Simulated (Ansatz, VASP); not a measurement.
# Si3Sn4: VASP beside Ansatz

Contents of INCAR:

```
PREC     = Accurate       # precision mode
ENCUT    = 600            # plane-wave cutoff, eV
EDIFF    = 1E-7           # SCF threshold, eV
ISMEAR   = 0              # smearing method
SIGMA    = 0.1            # smearing width, eV
LREAL    = F              # projectors in reciprocal space
LASPH    = T              # aspherical terms in the spheres
NELM     = 100            # most SCF steps
ALGO     = Fast           # electronic algorithm
ISIF     = 3              # what is computed and relaxed
LWAVE    = F              # write WAVECAR
LCHARG   = F              # write CHGCAR
GGA      = PE             # functional
IBRION   = 2              # ionic algorithm
NSW      = 100            # ionic steps
EDIFFG   = -0.01          # ionic threshold
```

The input KPOINTS:

```
Automatic mesh
0
Gamma
  6 6 6
```

File POSCAR:

```
Si3Sn4
1.0
    5.9452120316      0.0000000000      0.0000000000
    0.0000000000      5.9452120316      0.0000000000
    0.0000000000      0.0000000000      5.9452120316
Si Sn
3 4
Direct
    0.0000000000      0.5000000000      0.0000000000
    0.5000000000      0.0000000000      0.0000000000
    0.0000000000      0.0000000000      0.5000000000
    0.7377962532      0.7377962532      0.2622037468
    0.7377962532      0.2622037468      0.7377962532
    0.2622037468      0.7377962532      0.7377962532
    0.2622037468      0.2622037468      0.2622037468
```

Input for Ansatz:

```yaml
crystal:
  lattice:
    - [5.9452120316, 0.0, 0.0]
    - [0.0, 5.9452120316, 0.0]
    - [0.0, 0.0, 5.9452120316]
  atoms:
    - { symbol: Si, position: [0.0, 0.5, 0.0] }
    - { symbol: Si, position: [0.5, 0.0, 0.0] }
    - { symbol: Si, position: [0.0, 0.0, 0.5] }
    - { symbol: Sn, position: [0.7377962532, 0.7377962532, 0.2622037468] }
    - { symbol: Sn, position: [0.7377962532, 0.2622037468, 0.7377962532] }
    - { symbol: Sn, position: [0.2622037468, 0.7377962532, 0.7377962532] }
    - { symbol: Sn, position: [0.2622037468, 0.2622037468, 0.2622037468] }
basis:
  ecutwfc: 420
kpoints:
  mp_grid: { grid: [6, 6, 6] }
hamiltonian:
  xc: pbe
scf:
  occupations: { method: gaussian, width: 0.1 }
output:
  forces: true
  stress: true
  eigenvalues: true
  write_density: true
  write_potential: true
  elf: true
  volumetric_format: npy
relax:
  adjacent_minimum: "off"
  f_tol: 0.01
  max_steps: 80
  cell: { stress_tol: 0.05 }
```

Alike in both runs: task relaxation of cell and atoms; functional PBE; k mesh 6 × 6 × 6; occupations gaussian, width 0.1 eV; no spin polarisation.

|  | VASP | Ansatz |
| --- | --- | --- |
| version | VASP 6.6.1 | Ansatz 0.2.0 |
| potentials or method | VASP PAW PBE potentials, release 64 (Si, Sn_d), cutoff 600 eV | scalar-relativistic, plane waves, PAW |
| valence electrons in the cell | 68 | 68 |

VASP gave:

```
gap on the k mesh at the Fermi level, each at its own relaxed structure (eV) : none
relaxed volume (Å³/atom)                                                     : 29.43
relaxed cell length with the largest relative difference (Å)                 : 5.906
```

Question: Estimate Ansatz's values.

Answer: gap on the k mesh at the Fermi level, each at its own relaxed structure (eV): none; relaxed volume (Å³/atom): 29.45; relaxed cell length with the largest relative difference (Å): 5.908.

A gap of «none» marks a metal or a gap that the smearing closes.
